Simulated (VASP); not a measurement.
Input of a VASP 6.6.1 run:

The input INCAR:

```
PREC = Accurate
ENCUT = 600
EDIFF = 1E-6
ISMEAR = 0
SIGMA = 0.02
LREAL = False
LASPH = True
NELM = 120
ALGO = Normal
ISIF = 2
LWAVE = False
LCHARG = False
GGA = PE
NBANDS = 11
GGA_COMPAT = False
```

File KPOINTS:

```
regular mesh
0
Gamma
  8 8 8
```

File POSCAR:

```
BeTe
1.0
    0.0000000000      2.8323125266      2.8323125266
    2.8323125266      0.0000000000      2.8323125266
    2.8323125266      2.8323125266      0.0000000000
Be Te
1 1
Direct
    0.0000000000      0.0000000000      0.0000000000
    0.2500000000      0.2500000000      0.2500000000
```

Potentials or basis: VASP PAW PBE potentials, release 64 (Be, Te).

The run is started by

```sh
$ cat potpaw_PBE.64/Be/POTCAR potpaw_PBE.64/Te/POTCAR > POTCAR
$ mpirun -np 1 vasp_std > vasp.out
```

(1) Predict the pressure.

(2) Estimate the band gap on the k mesh.

## Answers

(1) 0.1 GPa.

(2) 2.02 eV, indirect (least direct gap 3.62 eV).

Caveat: spin-orbit coupling is left out, which moves the levels of the heavy elements.
